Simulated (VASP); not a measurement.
# LiCl (a cell with a defect) in VASP: relaxation of the atoms with PBEsol

Aim: the relaxation of the atoms of LiCl (a cell with a defect) with PBEsol.

Everything below comes from runs of VASP 6.6.1. Logs are shortened: lines on timing, memory, paths and dates and some standing lists are left out, and cuts for length are marked.

### 1 The cell of the first run

The cell holds a defect, 62 atoms: a = 10.133 Å, b = 10.133 Å, c = 10.133 Å, α = 90.00°, β = 90.00°, γ = 90.00°.

### 2 Relaxation of the atoms, PBEsol

INCAR reads:

```
PREC = Accurate ; ENCUT = 650
EDIFF = 1E-7 ; ISMEAR = -1
SIGMA = 0.05 ; LREAL = Auto
LASPH = True ; NELM = 120
ALGO = Normal ; ISIF = 2
LWAVE = False ; LCHARG = False
GGA = PS ; IBRION = 2
NSW = 100 ; EDIFFG = -0.03
ISYM = -1 ; GGA_COMPAT = False
NELMIN = 4 ; KPAR = 1
```

KPOINTS reads:

```
explicit points
1
Reciprocal
  0.25000000   0.25000000   0.25000000 1
```

POSCAR reads:

```
LiCl
1.0
   10.1327090000      0.0000000000      0.0000000000
    0.0000000000     10.1327090000      0.0000000000
    0.0000000000      0.0000000000     10.1327090000
Cl Li
31 31
Direct
    0.2485170000      0.0014420000      0.0001520000
    0.2523990000      0.9977210000      0.5006080000
    0.2497050000      0.4971910000      0.9953050000
    0.2492080000      0.5020770000      0.4968310000
    0.7499580000      0.9995710000      0.0004240000
    0.7475120000      0.0004340000      0.5023000000
    0.7514680000      0.4984530000      0.9963650000
    0.7539560000      0.4967260000      0.5009020000
    0.9991410000      0.2486990000      0.0018920000
    0.9991010000      0.2496130000      0.4983660000
    0.0006010000      0.7502470000      0.0030570000
    0.0020280000      0.7511750000      0.4988520000
    0.4979640000      0.2524010000      0.0019590000
    0.4998970000      0.2520020000      0.4994980000
    0.4975280000      0.7457570000      0.0019140000
    0.5005670000      0.7521120000      0.5006820000
    0.9998090000      0.0028460000      0.2501260000
    0.0002370000      0.9976600000      0.7476130000
    0.0017610000      0.5005460000      0.2454830000
    0.0029390000      0.5032400000      0.7515690000
    0.5042180000      0.0001880000      0.2536540000
    0.4976760000      0.0009830000      0.7501790000
    0.4991970000      0.4963370000      0.2493190000
    0.4989610000      0.5022510000      0.7504260000
    0.2491220000      0.2526050000      0.7524130000
    0.2466170000      0.7500640000      0.2468390000
    0.2520620000      0.7535450000      0.7489370000
    0.7482290000      0.2483710000      0.2494720000
    0.7509070000      0.2485770000      0.7502480000
    0.7504120000      0.7504790000      0.2502440000
    0.7481540000      0.7505480000      0.7487070000
    0.9981950000      0.9996140000      0.0040500000
    0.0013150000      0.9992680000      0.4998130000
    0.0006390000      0.4981090000      0.9985300000
    0.9999330000      0.5001280000      0.5014790000
    0.4999770000      0.0031250000      0.9988600000
    0.5002070000      0.9994450000      0.5018180000
    0.5015800000      0.4977680000      0.0022470000
    0.2487860000      0.2498580000      0.9980410000
    0.2508110000      0.2518000000      0.4994980000
    0.2499640000      0.7518600000      0.9971430000
    0.2474640000      0.7512100000      0.4977420000
    0.7489680000      0.2512550000      0.0006520000
    0.7520840000      0.2484360000      0.4992520000
    0.7544200000      0.7509310000      0.9971740000
    0.7507410000      0.7498490000      0.5018610000
    0.2533300000      0.0001730000      0.2507500000
    0.2500410000      0.9999110000      0.7512320000
    0.2477430000      0.4984410000      0.2475590000
    0.2516340000      0.4993590000      0.7507460000
    0.7524830000      0.9969880000      0.2494880000
    0.7508350000      0.0006530000      0.7527220000
    0.7494620000      0.4994070000      0.2473580000
    0.7521040000      0.4983860000      0.7488530000
    0.9997820000      0.2498390000      0.2501730000
    0.0005540000      0.2491560000      0.7491490000
    0.9993290000      0.7492960000      0.2482080000
    0.0001410000      0.7502760000      0.7516810000
    0.5038050000      0.2505500000      0.2490800000
    0.5026580000      0.2499160000      0.7509100000
    0.4974760000      0.7526650000      0.2490220000
    0.4997040000      0.7480170000      0.7462000000
```

Potentials or basis: VASP PAW PBE potentials, release 64 (Cl, Li_sv).

Launch:

```console
$ cat potpaw_PBE.64/Cl/POTCAR potpaw_PBE.64/Li_sv/POTCAR > POTCAR
$ mpirun -np 4 vasp_std > vasp.out
```

OUTCAR:

```text
PREC = Accurate
   ENCUT = 650
   EDIFF = 1E-7
   ISMEAR = -1
   LREAL = Auto
   LASPH = True
   NELM = 120
   ISIF = 2
   GGA = PS
   IBRION = 2
   NSW = 100
   EDIFFG = -0.03
   ISYM = -1
   NELMIN = 4

 ion  position               nearest neighbor table
   1  0.249  0.001  0.000-  39 2.52  48 2.52  41 2.53  32 2.54  47 2.54  36 2.55
   2  0.252  0.998  0.501-  42 2.50  37 2.51  47 2.53  48 2.54  33 2.54  40 2.57
   3  0.250  0.497  0.995-  50 2.48  39 2.51  34 2.52  38 2.55  49 2.56  41 2.58
   4  0.249  0.502  0.497-  42 2.52  49 2.53  35 2.53  40 2.54  50 2.57
   5  0.750  1.000  0.000-  52 2.51  32 2.52  45 2.52  51 2.52  36 2.53  43 2.55
   6  0.748  0.000  0.502-  37 2.51  44 2.51  52 2.54  46 2.54  51 2.56  33 2.57
   7  0.751  0.498  0.996-  43 2.51  54 2.51  34 2.52  38 2.53  53 2.54  45 2.56
   8  0.754  0.497  0.501-  35 2.49  54 2.51  44 2.52  46 2.57  53 2.57
   9  0.999  0.249  0.002-  55 2.52  32 2.52  34 2.53  39 2.53  43 2.54  56 2.56
  10  0.999  0.250  0.498-  44 2.50  55 2.51  33 2.54  35 2.54  56 2.54  40 2.55
  11  0.001  0.750  0.003-  57 2.48  45 2.50  32 2.53  41 2.53  58 2.55  34 2.56
  12  0.002  0.751  0.499-  42 2.49  33 2.51  57 2.54  35 2.54  46 2.55  58 2.56
  13  0.498  0.252  0.002-  38 2.49  59 2.50  39 2.53  36 2.53  43 2.54  60 2.54
  14  0.500  0.252  0.499-  40 2.52  59 2.54  60 2.55  44 2.56  37 2.56
  15  0.498  0.746  0.002-  61 2.50  41 2.51  38 2.51  62 2.59  45 2.60  36 2.61
  16  0.501  0.752  0.501-  62 2.49  37 2.51  46 2.54  61 2.55  42 2.56
  17  1.000  0.003  0.250-  32 2.49  55 2.50  51 2.51  33 2.53  47 2.57  57 2.57
[... 31 lines left out ...]
  49  0.248  0.498  0.248-  19 2.49   4 2.53  23 2.55  26 2.55   3 2.56
  50  0.252  0.499  0.751-   3 2.48  25 2.50  24 2.51  20 2.52   4 2.57  27 2.58
  51  0.752  0.997  0.249-  30 2.50  17 2.51  21 2.52   5 2.52  28 2.55   6 2.56
  52  0.751  0.001  0.753-   5 2.51  29 2.51  18 2.53  31 2.53   6 2.54  22 2.57
  53  0.749  0.499  0.247-  23 2.54   7 2.54  28 2.54  30 2.54  19 2.56   8 2.57
  54  0.752  0.498  0.749-   7 2.51   8 2.51  29 2.53  20 2.54  31 2.56  24 2.57
  55  1.000  0.250  0.250-  17 2.50  10 2.51   9 2.52  19 2.54  28 2.55
  56  0.001  0.249  0.749-  25 2.52  29 2.53  10 2.54  18 2.55   9 2.56  20 2.57
  57  0.999  0.749  0.248-  11 2.48  26 2.51  19 2.52  30 2.52  12 2.54  17 2.57
  58  0.000  0.750  0.752-  20 2.50  18 2.51  11 2.55  27 2.55  31 2.55  12 2.56
  59  0.504  0.251  0.249-  28 2.48  23 2.49  13 2.50  21 2.54  14 2.54
  60  0.503  0.250  0.751-  29 2.52  22 2.52  13 2.54  14 2.55  24 2.56  25 2.57
  61  0.497  0.753  0.249-  15 2.50  21 2.51  26 2.54  16 2.55  30 2.56  23 2.60
  62  0.500  0.748  0.746-  16 2.49  24 2.49  27 2.51  31 2.52  22 2.56  15 2.59

IMPORTANT INFORMATION: All symmetrisations will be switched off!
NOSYMM: (Re-)initialisation of all symmetry stuff for point group C_1.

----------------------------------------------------------------------------------------

                                     Primitive cell

  volume of cell :    1040.3434

  direct lattice vectors                    reciprocal lattice vectors
    10.132709000  0.000000000  0.000000000     0.098690291  0.000000000  0.000000000
     0.000000000 10.132709000  0.000000000     0.000000000  0.098690291  0.000000000
     0.000000000  0.000000000 10.132709000     0.000000000  0.000000000  0.098690291

  length of vectors
    10.132709000 10.132709000 10.132709000     0.098690291  0.098690291  0.098690291

  position of ions in fractional coordinates (direct lattice)
     0.248517000  0.001442000  0.000152000
     0.252399000  0.997721000  0.500608000
     0.249705000  0.497191000  0.995305000
     0.249208000  0.502077000  0.496831000
     0.749958000  0.999571000  0.000424000
     0.747512000  0.000434000  0.502300000
[... 54 lines left out ...]
     0.497476000  0.752665000  0.249022000
     0.499704000  0.748017000  0.746200000

  ion indices of the primitive-cell ions
   primitive index   ion index
                 1           1
                 2           2
                 3           3
                 4           4
                 5           5
                 6           6
[... 54 lines left out ...]
                61          61
                62          62

----------------------------------------------------------------------------------------

 KPOINTS: explicit points

Read explicit list of k-points.

 Found      1 k-points:

 Following reciprocal coordinates:
            Coordinates               Weight
  0.250000  0.250000  0.250000      1.000000
   k-points           NKPTS =      1   k-points in BZ     NKDIM =      1   number of bands    NBANDS=    188
   number of dos      NEDOS =    301   number of ions     NIONS =     62
   total plane-waves  NPLWV = 592704
   dimension x,y,z NGX =    84 NGY =   84 NGZ =   84
   dimension x,y,z NGXF=   168 NGYF=  168 NGZF=  168
   ions per type =              31  31
   NGX,Y,Z   is equivalent  to a cutoff of  13.78, 13.78, 13.78 a.u.
   NGXF,Y,Z  is equivalent  to a cutoff of  27.56, 27.56, 27.56 a.u.
 SYSTEM =  unknown system
   PREC   = accura    normal or accurate (medium, high low for compatibility)
   ISTART =      0    job   : 0-new  1-cont  2-samecut
   ICHARG =      2    charge: 1-file 2-atom 10-const
   ISPIN  =      1    spin polarized calculation?
   LNONCOLLINEAR =      F non collinear calculations
   LSORBIT =      F    spin-orbit coupling
   LASPH  =      T    aspherical Exc in radial PAW
   ENCUT  =  650.0 eV  47.77 Ry    6.91 a.u.  21.06 21.06 21.06*2*pi/ulx,y,z
   NELM   =    120;   NELMIN=  4; NELMDL= -5     # of ELM steps
   EDIFF  = 0.1E-06   stopping-criterion for ELM
   LREAL  =      T    real-space projection
   EDIFFG = -.3E-01   stopping-criterion for IOM
   NSW    =    100    number of steps for IOM
   IBRION =      2    ionic relax: 0-MD 1-quasi-New 2-CG
   NFREE  =      1    steps in history (QN), initial steepest desc. (CG)
   ISIF   =      2    stress and relaxation
   ISYM   =     -1    0-nonsym 1-usesym 2-fastsym
   POTIM  = 0.5000    time-step for ionic-motion
   TEBEG  =    0.0;   TEEND  =   0.0 temperature during run
   PSTRESS=    0.0 pullay stress
   NELECT =     310.0000    total number of electrons
   NUPDOWN=      -1.0000    fix difference up-down
   EMIN   =  10.00;   EMAX   =-10.00  energy-range for DOS
   EFERMI =   0.00;   METHOD = LEGACY
   ISMEAR =    -1;   SIGMA  =   0.05  broadening in eV -4-tet -1-fermi 0-gaus
   EFERMI_NEDOS =   21; number of points for ismear=-14 and -15
   IALGO  =     38    algorithm
   IMIX   =      4    mixing-type and parameters
     AMIX     =   0.40;   BMIX     =  1.00
     AMIX_MAG =   1.60;   BMIX_MAG =  1.00
  volume/ion in A,a.u.               =      16.78       113.24
  Fermi-wavevector in a.u.,A,eV,Ry     =   1.093461  2.066341 16.267890  1.195656
  Thomas-Fermi vector in A             =   2.229746
   LORBIT       =      0    0 simple, 1 ext, 2 COOP (PROOUT), +10 PAW based schemes
   GGA     = PS    functional components
   LHFCALC =     F    Hartree Fock is set to
   AEXX    =    0.0000 exact exchange contribution
   IVDW    =     0    specifies the selected vdW correction
   LEPSILON=     F    determine dielectric tensor
   LRPA    =     F    only Hartree local field effects (RPA)
 conjugate gradient relaxation of ions
 non-spin polarized calculation
  energy-cutoff  :      650.00
  volume of cell :     1040.34
 maximum number of plane-waves:     39213
 NGX is ok and might be reduce to    84
   NGX = 43   NGY = 43   NGZ = 43

--------------------------------------- Ionic step        1  -------------------------------------------

 number of electron     309.9999938 magnetization

 Free energy of the ion-electron system (eV)
  ---------------------------------------------------
  ext. energy  EPLUGINS =         0.00000000
  ---------------------------------------------------
  free energy    TOTEN  =      -234.54113858 eV

  energy without entropy =     -234.54113858  energy(sigma->0) =     -234.54113858

------------------------ aborting loop because EDIFF is reached ----------------------------------------

  FORCE on cell =-STRESS in cart. coord.  units (eV):
  Direction    XX          YY          ZZ          XY          YZ          ZX
  --------------------------------------------------------------------------------------
  -------------------------------------------------------------------------------------
  Total       -2.4436965     -2.3048785     -2.3331045     -0.8630535     -0.6441953     -0.7382805
  in kB       -3.7634065     -3.5496204     -3.5930897     -1.3291426     -0.9920908     -1.1369864
  external PRESSURE =      -3.6353722 kB  Pullay stress =       0.0000000 kB
[... 269 lines left out ...]
  FREE ENERGIE OF THE ION-ELECTRON SYSTEM (eV)
  ---------------------------------------------------
  free  energy   TOTEN  =      -235.4928507352 eV

  energy  without entropy=     -235.4928507351  energy(sigma->0) =     -235.49285074

[... ionic steps 4 to 7 ...]

--------------------------------------- Ionic step        8  -------------------------------------------

 number of electron     309.9999877 magnetization

------------------------ aborting loop because EDIFF is reached ----------------------------------------
[... 187 lines left out ...]
--------------------------------------- Ionic step       10  -------------------------------------------

 number of electron     309.9999915 magnetization

 Free energy of the ion-electron system (eV)
  ---------------------------------------------------
  ext. energy  EPLUGINS =         0.00000000
  ---------------------------------------------------
  free energy    TOTEN  =      -235.59316489 eV

  energy without entropy =     -235.59316489  energy(sigma->0) =     -235.59316489

 E-fermi :   1.8896     XC(G=0):  -8.8821

 val. band max:        0.6353644167   @ k =   0.2500   0.2500   0.2500
 cond. band min:       5.9189839201   @ k =   0.2500   0.2500   0.2500
 fundamental gap:      5.2836195034
 Fermi energy:         1.8895901370

 k-point     1 :       0.2500    0.2500    0.2500
  band No.  band energies     occupation
      1     -42.3526      2.00000
      2     -42.3487      2.00000
      3     -42.3480      2.00000
      4     -42.2834      2.00000
      5     -42.2831      2.00000
      6     -42.2823      2.00000
[... 159 lines left out ...]
    166       8.3128      0.00000
    167       8.4712      0.00000
 [bands above 167 left out]

------------------------ aborting loop because EDIFF is reached ----------------------------------------

  FORCE on cell =-STRESS in cart. coord.  units (eV):
  Direction    XX          YY          ZZ          XY          YZ          ZX
  --------------------------------------------------------------------------------------
  -------------------------------------------------------------------------------------
  Total       -0.2098961     -0.2003817     -0.2013517     -0.4616205     -0.4450770     -0.4142073
  in kB       -0.3232498     -0.3085972     -0.3100910     -0.7109170     -0.6854394     -0.6378986
  external PRESSURE =      -0.3139793 kB  Pullay stress =       0.0000000 kB
[... 77 lines left out ...]
  FREE ENERGIE OF THE ION-ELECTRON SYSTEM (eV)
  ---------------------------------------------------
  free  energy   TOTEN  =      -235.5931648867 eV

  energy  without entropy=     -235.5931648866  energy(sigma->0) =     -235.59316489

 reached required accuracy - stopping structural energy minimisation
```

Run time: 48 min. Hardware: 4 MPI ranks of AMD EPYC 7R43 (Zen 3), shared host; peak memory 0.54 GiB.

What came out:

```yaml
Free_energy: -235.5932 eV
Energy_gained_by_relaxing: 17.0 meV/atom
Ionic_steps: 10
Pressure_after_relaxing: 0.0 GPa
Largest_force_after_relaxing: 0.026 eV/Å
Band_gap_on_the_k_mesh: 5.28 eV
```

Forces in eV/Å, atoms in the order of the input:
```
Cl   0.005  0.000 -0.002
Cl   0.002  0.015 -0.002
Cl   0.007  0.000  0.014
Cl   0.011 -0.011 -0.007
Cl  -0.002 -0.001 -0.008
Cl  -0.005  0.000  0.004
Cl  -0.002  0.005  0.001
Cl   0.000  0.004  0.006
Cl   0.008  0.008  0.011
Cl   0.011  0.008 -0.005
Cl  -0.006 -0.008  0.000
Cl   0.002 -0.007  0.005
Cl   0.000  0.006  0.013
Cl  -0.011  0.010 -0.011
Cl   0.005 -0.009  0.003
Cl   0.007 -0.001  0.001
Cl   0.003  0.008  0.000
Cl  -0.004  0.000 -0.010
Cl   0.019  0.001  0.014
Cl  -0.004  0.007 -0.004
Cl  -0.004  0.014  0.005
Cl   0.009 -0.003 -0.003
Cl  -0.008 -0.009  0.007
Cl   0.005  0.005 -0.002
Cl   0.001  0.000 -0.016
Cl   0.004 -0.025  0.001
Cl  -0.003 -0.002  0.001
Cl  -0.018  0.004  0.002
Cl  -0.006  0.000 -0.002
Cl  -0.002  0.000  0.002
Cl   0.004  0.000  0.005
Li   0.005  0.002 -0.006
Li  -0.001 -0.002  0.000
Li  -0.002  0.003  0.004
Li  -0.002  0.000 -0.006
Li   0.001  0.001 -0.001
Li   0.001  0.001 -0.010
Li  -0.002 -0.001 -0.001
Li   0.008  0.003  0.011
Li   0.003 -0.006  0.005
Li  -0.003 -0.008  0.005
Li   0.006 -0.009  0.011
Li  -0.002  0.000 -0.001
Li  -0.010  0.004 -0.001
Li  -0.008 -0.004 -0.010
Li  -0.005 -0.001  0.008
Li  -0.007  0.012 -0.001
Li   0.003 -0.007 -0.008
Li   0.006  0.001  0.010
Li  -0.002 -0.003 -0.008
Li  -0.011  0.011 -0.002
Li  -0.003 -0.013 -0.013
Li  -0.007 -0.003  0.004
Li  -0.007  0.014  0.001
Li   0.005 -0.001 -0.002
Li  -0.002  0.003  0.000
Li   0.004 -0.002  0.004
Li  -0.011 -0.009 -0.009
Li  -0.001  0.002 -0.003
Li  -0.005 -0.001 -0.008
Li   0.005 -0.011  0.004
Li   0.013  0.001  0.001
```

The path:
```csv
step,energy change (eV),largest force (eV/Å),pressure (GPa)
1,0.0000,0.7930,-0.36
2,-0.3682,0.6616,-0.32
3,-0.9517,0.2672,-0.13
4,-0.9734,0.1709,-0.07
5,-1.0035,0.1209,-0.06
6,-1.0371,0.1434,-0.02
7,-1.0373,0.1230,-0.02
8,-1.0468,0.0486,-0.03
9,-1.0492,0.0489,-0.03
10,-1.0520,0.0257,-0.03
```

Caveat: the PAW data sets were made with another functional, which shifts forces and pressure a little.
